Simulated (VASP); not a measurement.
# PtS2 (P-3m1) in VASP: notebook, part 2 of 2

VASP 6.6.1.

**3. Single point, PBEsol (volume scaled by 0.98)**

The input, INCAR:

```
PREC     = Accurate       # precision mode
ENCUT    = 520            # plane-wave cutoff, eV
EDIFF    = 1E-6           # SCF threshold, eV
ISMEAR   = -1             # smearing method
SIGMA    = 0.05           # smearing width, eV
LREAL    = False          # projectors in reciprocal space
LASPH    = True           # aspherical terms in the spheres
NELM     = 100            # most SCF steps
ALGO     = Normal         # electronic algorithm
ISIF     = 2              # what is computed and relaxed
LWAVE    = False          # write WAVECAR
LCHARG   = False          # write CHGCAR
GGA      = PS             # functional
NBANDS   = 18             # bands
```

The input, KPOINTS:

```
Automatic mesh
0
Gamma
  9 9 5
```

The input, POSCAR:

```
PtS2
1.0
    3.5194194177      0.0000000000      0.0000000000
   -1.7597097089      3.0479066223      0.0000000000
    0.0000000000      0.0000000000      5.0049815314
Pt S
1 2
Direct
    0.0000000000      0.0000000000      0.0000000000
    0.6666666667      0.3333333333      0.7730000000
    0.3333333333      0.6666666667      0.2270000000
```

Potentials or basis: VASP PAW PBE potentials, release 64 (Pt, S).

Started as:

```console
$ cat potpaw_PBE.64/Pt/POTCAR potpaw_PBE.64/S/POTCAR > POTCAR
$ mpirun -np 1 vasp_std > vasp.out
```

It took 31 s on 1 thread of Intel Xeon Platinum 8488C (Sapphire Rapids), shared host; peak memory 0.2 GiB.

Results (log left out):

* Free energy: -16.8772 eV
* Pressure: 9.7 GPa
* Largest force: 1.252 eV/Å
* Band gap on the k mesh: 0.98 eV, indirect (least direct gap 1.02 eV)

Forces on the atoms (eV/Å):
```
Pt   0.000  0.000  0.000
S    0.000  0.000 -1.252
S    0.000  0.000  1.252
```

Stress tensor (GPa, compression positive):
```
10.41  0.00  0.00
 0.00 10.41  0.00
 0.00  0.00  8.16
```

Levels at points of the mesh, in eV from the valence-band top:
| k point | band 7 | band 8 | band 9 | band 10 | band 11 | band 12 | band 13 | band 14 | band 15 | band 16 |
| --- | --- | --- | --- | --- | --- | --- | --- | --- | --- | --- |
| (0.00, 0.00, 0.00) | -4.15 | -1.87 | -1.18 | -1.18 | -0.16 | 2.49 | 2.49 | 4.62 | 5.75 | 7.82 |

Caveat: the cell differs from its parent crystal (volume scaled by 0.98); the PAW data sets were made with another functional, which shifts forces and pressure a little; spin-orbit coupling is left out, which moves the levels of the heavy elements.

**4. Single point, PBEsol**

This run uses another cell than the first one, of 18.26 Å³/atom, 1.042 times its volume.

The input, INCAR:

```
SYSTEM = PtS2
PREC = Accurate
ENCUT = 520
EDIFF = 1E-7
ISMEAR = -1
SIGMA = 0.05
LREAL = .FALSE.
LASPH = .TRUE.
NELM = 100
ALGO = Normal
ISIF = 2
LWAVE = .FALSE.
LCHARG = .TRUE.
GGA = PS
LELF = .TRUE.
LVHAR = .TRUE.
NBANDS = 18
```

The input, KPOINTS:

```
Automatic mesh
0
G
  9 9 5
  0 0 0
```

The input, POSCAR:

```
PtS2
1.0
    3.5432000000      0.0000000000      0.0000000000
   -1.7716000000      3.0685012107      0.0000000000
    0.0000000000      0.0000000000      5.0388000000
Pt S
1 2
Direct
    0.0000000000      0.0000000000      0.0000000000
    0.6666666667      0.3333333333      0.7730000000
    0.3333333333      0.6666666667      0.2270000000
```

Potentials or basis: VASP PAW PBE potentials, release 64 (Pt, S).

Started as:

```console
$ cat potpaw_PBE.64/Pt/POTCAR potpaw_PBE.64/S/POTCAR > POTCAR
$ mpirun -np 1 vasp_std > vasp.out
```

OUTCAR:

```text
SYSTEM = PtS2
   PREC = Accurate
   ENCUT = 520
   EDIFF = 1E-7
   ISMEAR = -1
   LREAL = .FALSE.
   LASPH = .TRUE.
   NELM = 100
   ISIF = 2
   GGA = PS

 ion  position               nearest neighbor table
   1  0.000  0.000  0.000-   2 2.34   3 2.34   2 2.34   3 2.34   2 2.34   3 2.34
   2  0.667  0.333  0.773-   1 2.34   1 2.34   1 2.34
   3  0.333  0.667  0.227-   1 2.34   1 2.34   1 2.34

  LATTYP: Found a hexagonal cell.
 ALAT       =     3.5432000000
 C/A-ratio  =     1.4221043125

  Lattice vectors:

 A1 = (   3.5432000000,   0.0000000000,   0.0000000000)
 A2 = (  -1.7716000000,   3.0685012107,   0.0000000000)
 A3 = (   0.0000000000,   0.0000000000,   5.0388000000)

Analysis of symmetry for initial positions (statically):
=====================================================================
 Subroutine PRICEL returns:
 Original cell was already a primitive cell.

 Routine SETGRP: Setting up the symmetry group for a
 hexagonal supercell.

 Subroutine GETGRP returns: Found 12 space group operations
 (whereof 12 operations were pure point group operations)
 out of a pool of 24 trial point group operations.

[... 158 lines left out ...]
  ext. energy  EPLUGINS =         0.00000000
  ---------------------------------------------------
  free energy    TOTEN  =       -16.93126551 eV

  energy without entropy =      -16.93125856  energy(sigma->0) =      -16.93126204

 E-fermi :   7.1203     XC(G=0): -10.7676

 val. band max:        6.6682001966   @ k =   0.0000   0.2222   0.2000
 cond. band min:       7.6320947413   @ k =   0.0000   0.3333   0.2000
 fundamental gap:      0.9638945447
 Fermi energy:         7.1203225376

 k-point     1 :       0.0000    0.0000    0.0000
  band No.  band energies     occupation
      1      -8.9286      2.00000
      2      -5.6391      2.00000
      3      -0.4246      2.00000
      4      -0.4246      2.00000
      5      -0.3124      2.00000
      6       2.6506      2.00000
[... 481 lines left out ...]
      5       0.9417      2.00000
      6       1.3886      2.00000
[... 10 lines left out ...]
     17      15.0726      0.00000
     18      17.1087      0.00000

 [... further k-points ...]
[... 5 lines left out ...]
  --------------------------------------------------------------------------------------
  -------------------------------------------------------------------------------------
  Total        2.1495911      2.1495911      1.9458034      0.0000000      0.0000000      0.0000000
  in kB       62.8662208     62.8662208     56.9063130      0.0000000      0.0000000      0.0000000
  external PRESSURE =      60.8795849 kB  Pullay stress =       0.0000000 kB

 VOLUME and BASIS-vectors are now :
 -----------------------------------------------------------------------------
  energy-cutoff  :      520.00
  volume of cell :       54.78
      direct lattice vectors                 reciprocal lattice vectors
     3.543200000  0.000000000  0.000000000     0.282230752  0.162946001  0.000000000
    -1.771600000  3.068501211  0.000000000     0.000000000  0.325892001  0.000000000
     0.000000000  0.000000000  5.038800000     0.000000000  0.000000000  0.198459951

 POSITION                                       TOTAL-FORCE (eV/Angst)
 -----------------------------------------------------------------------------------
      0.00000      0.00000      0.00000        -0.000000      0.000000     -0.000000
      1.77160      1.02283      3.89499        -0.000000      0.000000     -0.929951
     -0.00000      2.04567      1.14381         0.000000      0.000000      0.929951
 -----------------------------------------------------------------------------------
    total drift:                                0.000000     -0.000000      0.000000

  FREE ENERGIE OF THE ION-ELECTRON SYSTEM (eV)
  ---------------------------------------------------
  free  energy   TOTEN  =       -16.9312655144 eV

  energy  without entropy=      -16.9312585634  energy(sigma->0) =      -16.93126204
```

Run time: 41 s. Hardware: 1 thread of Intel Xeon Platinum 8488C (Sapphire Rapids), shared host; peak memory 0.21 GiB.

What came out:

| Item | Value |
| --- | --- |
| Free energy | -16.9313 eV |
| Pressure | 6.1 GPa |
| Largest force | 0.930 eV/Å |
| Band gap on the k mesh | 0.96 eV, indirect (least direct gap 1.00 eV) |

Forces in eV/Å, atoms in the order of the input:
```
Pt   0.000  0.000  0.000
S    0.000  0.000 -0.930
S    0.000  0.000  0.930
```

Stress tensor (GPa, compression positive):
```
6.29 0.00 0.00
0.00 6.29 0.00
0.00 0.00 5.69
```

Caveat: the PAW data sets were made with another functional, which shifts forces and pressure a little; spin-orbit coupling is left out, which moves the levels of the heavy elements.

**5. Overview**

```tsv
cell	gap on the mesh (eV)	pressure (GPa)	largest force (eV/Å)
a = 3.495, b = 3.495, c = 4.971 Å, angles 90.0, 90.0, 120.0°, 3 atoms	1.01	13.6	1.60
a = 3.519, b = 3.519, c = 5.005 Å, angles 90.0, 90.0, 120.0°, 3 atoms	0.98	9.7	1.25
a = 3.543, b = 3.543, c = 5.039 Å, angles 90.0, 90.0, 120.0°, 3 atoms	0.96	6.1	0.93
```

Alike in all rows: task single point; level PBEsol; potentials or basis VASP PAW PBE potentials, release 64 (Pt, S); no spin polarisation; k mesh 9 × 9 × 5; cutoff (eV) 520; smearing fermi-dirac 0.05 eV.

Caveats: the PAW data sets were made with another functional, which shifts forces and pressure a little; spin-orbit coupling is left out, which moves the levels of the heavy elements.

Absolute energies hang on the potentials; compare differences alone.
